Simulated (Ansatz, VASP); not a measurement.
## W2S: VASP beside Ansatz

```
W S
1.0
     0.00000    3.74987    3.74987
     3.74987    0.00000    3.74987
     3.74987    3.74987    0.00000
W S
4 2
Direct
  0.62500 0.62500 0.62500
  0.12500 0.62500 0.62500
  0.62500 0.62500 0.12500
  0.62500 0.12500 0.62500
  0.00000 0.00000 0.00000
  0.25000 0.25000 0.25000
```

Alike in both runs: functional PBE; k mesh 10 × 10 × 10; occupations gaussian, width 0.1 eV; no spin polarisation.

Ansatz relaxed the structure, and its values are those at the end. VASP's run is a single point on that final structure, the one shown.

```csv
,VASP,Ansatz
version,VASP 6.6.1,Ansatz 0.2.0
potentials or method,"VASP PAW PBE potentials, release 64 (W_sv, S), cutoff 520 eV","scalar-relativistic, plane waves, PAW"
valence electrons in the cell,68,68
```

Ansatz gave:

- gap on the k mesh at the Fermi level (eV): none
- pressure (GPa): 0.0

Task: Estimate VASP's values.

Result: gap on the k mesh at the Fermi level (eV): none; pressure (GPa): 0.4.

A gap of «none» marks a metal or a gap that the smearing closes.

Spin-orbit coupling is off throughout.
